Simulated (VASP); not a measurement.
# Al (Im-3m) in VASP: further runs, part 2 of 2

VASP 6.6.1.

**4. Single point, HSE06**

This run uses another cell than the first one, of 16.12 Å³/atom.

File POSCAR:

```
Al
1.0
   -1.5912186900      1.5912186900      1.5912186900
    1.5912186900     -1.5912186900      1.5912186900
    1.5912186900      1.5912186900     -1.5912186900
Al
1
Direct
    0.0000000000      0.0000000000      0.0000000000
```

File INCAR.step1:

```
SYSTEM = Al
ALGO     = Normal         ! electronic algorithm
EDIFF    = 1E-5           ! SCF threshold, eV
ENCUT    = 520            ! plane-wave cutoff, eV
GGA      = PE             ! functional
ISIF     = 2              ! what is computed and relaxed
ISMEAR   = -1             ! smearing method
LASPH    = .TRUE.         ! aspherical terms in the spheres
LREAL    = .FALSE.        ! projectors in reciprocal space
LWAVE    = .TRUE.         ! write WAVECAR
NBANDS   = 8              ! bands
NELM     = 60             ! most SCF steps
PREC     = Accurate       ! precision mode
SIGMA    = 0.05           ! smearing width, eV
```

File INCAR.step2:

```
SYSTEM = Al
ALGO     = Normal         ! electronic algorithm
EDIFF    = 1E-6           ! SCF threshold, eV
ENCUT    = 520            ! plane-wave cutoff, eV
GGA      = PE             ! functional
HFSCREEN = 0.2079         ! screening, 1/A
ISIF     = 2              ! what is computed and relaxed
ISMEAR   = -1             ! smearing method
ISTART   = 1            
LASPH    = .TRUE.         ! aspherical terms in the spheres
LCHARG   = .TRUE.         ! write CHGCAR
LELF     = .TRUE.         ! ELF
LHFCALC  = .TRUE.         ! exact exchange
LREAL    = .FALSE.        ! projectors in reciprocal space
LVHAR    = .TRUE.       
LWAVE    = .FALSE.        ! write WAVECAR
NBANDS   = 8              ! bands
NELM     = 60             ! most SCF steps
PREC     = Accurate       ! precision mode
PRECFOCK = Normal       
SIGMA    = 0.05           ! smearing width, eV
```

File KPOINTS:

```
k-points
0
G
  8 8 8
  0 0 0
```

Potentials or basis: VASP PAW PBE potentials, release 64 (Al).

Run with:

```
cat potpaw_PBE.64/Al/POTCAR > POTCAR
cp INCAR.step1 INCAR
mpirun -np 1 vasp_std > vasp.out
cp INCAR.step2 INCAR
mpirun -np 1 vasp_std > vasp.out
```

OUTCAR:

```text
SYSTEM = Al
   EDIFF = 1E-6
   ENCUT = 520
   GGA = PE
   HFSCREEN = 0.2079
   ISIF = 2
   ISMEAR = -1
   ISTART = 1
   LASPH = .TRUE.
   LHFCALC = .TRUE.
   LREAL = .FALSE.
   NELM = 60
   PREC = Accurate
   PRECFOCK = Normal

 ion  position               nearest neighbor table
   1  0.000  0.000  0.000-

  LATTYP: Found a body centered cubic cell.
 ALAT       =     3.1824373800

  Lattice vectors:

 A1 = (  -1.5912186900,   1.5912186900,   1.5912186900)
 A2 = (   1.5912186900,  -1.5912186900,   1.5912186900)
 A3 = (   1.5912186900,   1.5912186900,  -1.5912186900)

Analysis of symmetry for initial positions (statically):
=====================================================================
 Subroutine PRICEL returns:
 Original cell was already a primitive cell.

 Routine SETGRP: Setting up the symmetry group for a
 body centered cubic supercell.

 Subroutine GETGRP returns: Found 48 space group operations
 (whereof 48 operations were pure point group operations)
 out of a pool of 48 trial point group operations.

The static configuration has the point symmetry O_h .

Analysis of symmetry for dynamics (positions and initial velocities):
=====================================================================
 Subroutine PRICEL returns:
 Original cell was already a primitive cell.

 Routine SETGRP: Setting up the symmetry group for a
 body centered cubic supercell.

 Subroutine GETGRP returns: Found 48 space group operations
 (whereof 48 operations were pure point group operations)
 out of a pool of 48 trial point group operations.

The dynamic configuration has the point symmetry O_h .

 Subroutine INISYM returns: Found 48 space group operations
 (whereof 48 operations are pure point group operations),
 and found     1 'primitive' translations

----------------------------------------------------------------------------------------

                                     Primitive cell

  volume of cell :      16.1157

  direct lattice vectors                    reciprocal lattice vectors
    -1.591218690  1.591218690  1.591218690     0.000000000  0.314224565  0.314224565
     1.591218690 -1.591218690  1.591218690     0.314224565  0.000000000  0.314224565
     1.591218690  1.591218690 -1.591218690     0.314224565  0.314224565  0.000000000

  length of vectors
     2.756071617  2.756071617  2.756071617     0.444380641  0.444380641  0.444380641

  position of ions in fractional coordinates (direct lattice)
     0.000000000  0.000000000  0.000000000

  ion indices of the primitive-cell ions
   primitive index   ion index
                 1           1

----------------------------------------------------------------------------------------

 KPOINTS: k-points

Automatic generation of k-mesh.
 Grid dimensions read from file:
 generate k-points for:    8    8    8

 Generating k-lattice:

  Cartesian coordinates                     Fractional coordinates (reciprocal lattice)
     0.000000000  0.039278071  0.039278071     0.125000000  0.000000000  0.000000000
     0.039278071  0.000000000  0.039278071     0.000000000  0.125000000  0.000000000
     0.039278071  0.039278071  0.000000000     0.000000000  0.000000000  0.125000000

  Length of vectors
     0.055547580  0.055547580  0.055547580

  Shift w.r.t. Gamma in fractional coordinates (k-lattice)
     0.000000000  0.000000000  0.000000000

 Subroutine IBZKPT returns following result:
 ===========================================

 Found     29 irreducible k-points:

 Following reciprocal coordinates:
            Coordinates               Weight
  0.000000  0.000000  0.000000      1.000000
  0.125000  0.000000  0.000000     12.000000
  0.250000  0.000000  0.000000     12.000000
  0.375000  0.000000  0.000000     12.000000
  0.500000  0.000000  0.000000      6.000000
  0.125000  0.125000  0.000000     24.000000
[... 16 lines left out ...]
 -0.250000  0.250000  0.250000      6.000000
 -0.375000  0.375000  0.250000     24.000000
 [... further k-points ...]
   k-points           NKPTS =     29   k-points in BZ     NKDIM =    512   number of bands    NBANDS=      8
   number of dos      NEDOS =    301   number of ions     NIONS =      1
   total plane-waves  NPLWV =   8000
   dimension x,y,z NGX =    20 NGY =   20 NGZ =   20
   dimension x,y,z NGXF=    40 NGYF=   40 NGZF=   40
   ions per type =               1
   NGX,Y,Z   is equivalent  to a cutoff of  12.06, 12.06, 12.06 a.u.
   NGXF,Y,Z  is equivalent  to a cutoff of  24.13, 24.13, 24.13 a.u.
 SYSTEM =  Al
   PREC   = accura    normal or accurate (medium, high low for compatibility)
   ISTART =      1    job   : 0-new  1-cont  2-samecut
   ICHARG =      0    charge: 1-file 2-atom 10-const
   ISPIN  =      1    spin polarized calculation?
   LNONCOLLINEAR =      F non collinear calculations
   LSORBIT =      F    spin-orbit coupling
   LASPH  =      T    aspherical Exc in radial PAW
   ENCUT  =  520.0 eV  38.22 Ry    6.18 a.u.   5.12  5.12  5.12*2*pi/ulx,y,z
   NELM   =     60;   NELMIN=  2; NELMDL=  0     # of ELM steps
   EDIFF  = 0.1E-05   stopping-criterion for ELM
   LREAL  =      F    real-space projection
   EDIFFG = 0.1E-04   stopping-criterion for IOM
   NSW    =      0    number of steps for IOM
   IBRION =     -1    ionic relax: 0-MD 1-quasi-New 2-CG
   NFREE  =      0    steps in history (QN), initial steepest desc. (CG)
   ISIF   =      2    stress and relaxation
   ISYM   =      3    0-nonsym 1-usesym 2-fastsym
   POTIM  = 0.5000    time-step for ionic-motion
   TEBEG  =    0.0;   TEEND  =   0.0 temperature during run
   PSTRESS=    0.0 pullay stress
   NELECT =       3.0000    total number of electrons
   NUPDOWN=      -1.0000    fix difference up-down
   EMIN   =  10.00;   EMAX   =-10.00  energy-range for DOS
   EFERMI =   0.00;   METHOD = LEGACY
   ISMEAR =    -1;   SIGMA  =   0.05  broadening in eV -4-tet -1-fermi 0-gaus
   EFERMI_NEDOS =   21; number of points for ismear=-14 and -15
   IALGO  =     38    algorithm
   IMIX   =      1    mixing-type and parameters
     AMIX     =   0.40;   BMIX     =  1.00
     AMIX_MAG =   1.60;   BMIX_MAG =  1.00
  volume/ion in A,a.u.               =      16.12       108.75
  Fermi-wavevector in a.u.,A,eV,Ry     =   0.934757  1.766435 11.888371  0.873771
  Thomas-Fermi vector in A             =   2.061595
   LORBIT       =      0    0 simple, 1 ext, 2 COOP (PROOUT), +10 PAW based schemes
   GGA     = PE    functional components
   LHFCALC =     T    Hartree Fock is set to
   PRECFOCK=normal    Normal, Fast or Accurate (Low or Medium for compatibility)
   ENCUT4O =  -1.0   cutoff for four orbital integrals eV
   NKREDX  =     1    reduce k-point grid by
   NKREDY  =     1    reduce k-point grid by
   NKREDZ  =     1    reduce k-point grid by
   AEXX    =    0.2500 exact exchange contribution
   HFSCREEN=    0.2079 screening length (either q_TF or 0.3 A-1)
   HFSCREENC=   0.2079 screening length for correlation (either q_TF or 0.3 A-1)
   ENCUTFOCK=  -1.0 apply spherical cutoff to Coloumb kernel
   IVDW    =     0    specifies the selected vdW correction
   LEPSILON=     F    determine dielectric tensor
   LRPA    =     F    only Hartree local field effects (RPA)
 non-spin polarized calculation
  energy-cutoff  :      520.00
  volume of cell :       16.12
 maximum number of plane-waves:       466
  NGX = 16; NGY = 16; NGZ = 16

 number of electron       3.0000000 magnetization

 Free energy of the ion-electron system (eV)
  ---------------------------------------------------
  ext. energy  EPLUGINS =         0.00000000
  ---------------------------------------------------
  free energy    TOTEN  =        -3.94385225 eV

  energy without entropy =       -3.93556953  energy(sigma->0) =       -3.93971089

 E-fermi :   8.4457     XC(G=0):  -8.4815

 val. band max:        8.4294853131   @ k =   0.2500   0.2500   0.1250
 cond. band min:       8.4633367064   @ k =  -0.3750   0.3750   0.1250
 fundamental gap:      0.0338513933
 Fermi energy:         8.4457424085

 k-point     1 :       0.0000    0.0000    0.0000
  band No.  band energies     occupation
      1      -4.6306      2.00000
      2      22.8122      0.00000
      3      22.8122      0.00000
      4      22.8122      0.00000
      5      24.4772      0.00000
      6      24.4772      0.00000
      7      24.4772      0.00000
      8      25.8808      0.00000
[... 243 lines left out ...]
 k-point    24 :      -0.3750    0.3750    0.2500
  band No.  band energies     occupation
      1       1.9657      2.00000
      2       9.8302      0.00000
      3      12.6668      0.00000
      4      14.8813      0.00000
      5      17.7910      0.00000
      6      24.0889      0.00000
      7      26.2284      0.00000
      8      29.3590      0.00000

 [... further k-points ...]

------------------------ aborting loop because EDIFF is reached ----------------------------------------

  FORCE on cell =-STRESS in cart. coord.  units (eV):
  Direction    XX          YY          ZZ          XY          YZ          ZX
  --------------------------------------------------------------------------------------
  -------------------------------------------------------------------------------------
  Total        0.3341864      0.3341864      0.3341864      0.0000000      0.0000000     -0.0000000
  in kB       33.2238307     33.2238307     33.2238307      0.0000000      0.0000000     -0.0000000
  external PRESSURE =      33.2238307 kB  Pullay stress =       0.0000000 kB

 VOLUME and BASIS-vectors are now :
 -----------------------------------------------------------------------------
  energy-cutoff  :      520.00
  volume of cell :       16.12
      direct lattice vectors                 reciprocal lattice vectors
    -1.591218690  1.591218690  1.591218690     0.000000000  0.314224565  0.314224565
     1.591218690 -1.591218690  1.591218690     0.314224565  0.000000000  0.314224565
     1.591218690  1.591218690 -1.591218690     0.314224565  0.314224565  0.000000000

 POSITION                                       TOTAL-FORCE (eV/Angst)
 -----------------------------------------------------------------------------------
      0.00000      0.00000      0.00000         0.000000      0.000000     -0.000000
 -----------------------------------------------------------------------------------
    total drift:                                0.000003      0.000153      0.000311

  FREE ENERGIE OF THE ION-ELECTRON SYSTEM (eV)
  ---------------------------------------------------
  free  energy   TOTEN  =        -3.9438522451 eV

  energy  without entropy=       -3.9355695324  energy(sigma->0) =       -3.93971089
```

Run time: 4.7 min. Hardware: 1 thread of Intel Xeon 8259CL, shared host; peak memory 0.23 GiB.

What came out:

- Free energy: -3.9439 eV
- Pressure: 3.3 GPa
- Band gap on the k mesh: zero (an odd number of electrons rules out a gap without spin polarisation)

Caveat: the cell stands under pressure; the PAW data sets were made with another functional, which shifts forces and pressure a little.

**5. Overview**

| cell | gap on the mesh (eV) | pressure (GPa) |
| --- | --- | --- |
| a = 2.719 Å, angles 109.5°, 1 atom | none | 6.5 |
| a = 2.738 Å, angles 109.5°, 1 atom | none | 4.9 |
| a = 2.756 Å, angles 109.5°, 1 atom | none | 3.3 |

Alike in all rows: task single point; level HSE06; potentials or basis VASP PAW PBE potentials, release 64 (Al); no spin polarisation; k mesh 8 × 8 × 8; cutoff (eV) 520; smearing fermi-dirac 0.05 eV.

Caveats: the cell stands under pressure; the PAW data sets were made with another functional, which shifts forces and pressure a little.

Total energies depend on the potentials used, so only differences within one code and one set of settings carry meaning.
